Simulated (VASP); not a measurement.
## Ge: single point with PBE

Crystal: Ge.

```xyz
2
Lattice="0.0000 2.8805 2.7941 2.8805 0.0000 2.7941 2.8805 2.8805 0.0000" Properties=species:S:1:pos:R:3 pbc="T T T"
Ge    2.8805    2.8805    2.7941
Ge    4.3208    4.3208    4.1912
```

This cell differs from its parent crystal: engineering shear strain xy +0.0000, normal strain along z -0.0300.

```yaml
Program: VASP 6.6.1
Task: single point
Functional: PBE
Potentials_or_basis: VASP PAW PBE potentials, release 64 (Ge_d)
Cutoff: 520 eV
k_mesh: 14 × 14 × 14
Occupations: gaussian, width 0.15 eV
Spin: no spin polarisation
```

* Pressure: 1.8 GPa
* Band gap on the k mesh: 0.14 eV, indirect (least direct gap 0.22 eV)

Stress tensor (GPa, compression positive):
```
1.19 0.00 0.00
0.00 1.19 0.00
0.00 0.00 3.17
```

Levels at points of the mesh, in eV from the valence-band top:
```csv
k point,band 10,band 11,band 12,band 13,band 14,band 15,band 16,band 17,band 18,band 19
"(0.00, 0.00, 0.00)",-24.49,-12.55,-0.15,-0.03,-0.03,0.19,2.49,2.64,2.64,6.42
"(0.50, 0.00, 0.00)",-24.46,-10.51,-7.44,-1.45,-1.19,0.14,3.69,3.89,7.18,10.38
"(0.50, 0.50, 0.00)",-24.46,-8.66,-8.66,-3.08,-3.08,0.67,0.67,9.38,9.38,11.48
"(0.50, 0.00, 0.50)",-24.45,-8.80,-8.80,-2.87,-2.87,0.91,0.91,9.30,9.30,11.31
```

It took 86 s on 1 thread of Intel(R) Xeon(R) 6975P-C (Granite Rapids), with other jobs on the host, peak memory 0.3 GiB.

Caveat: the cell differs from its parent crystal (engineering shear strain xy +0.0000, normal strain along z -0.0300). A k mesh can miss the band edges.
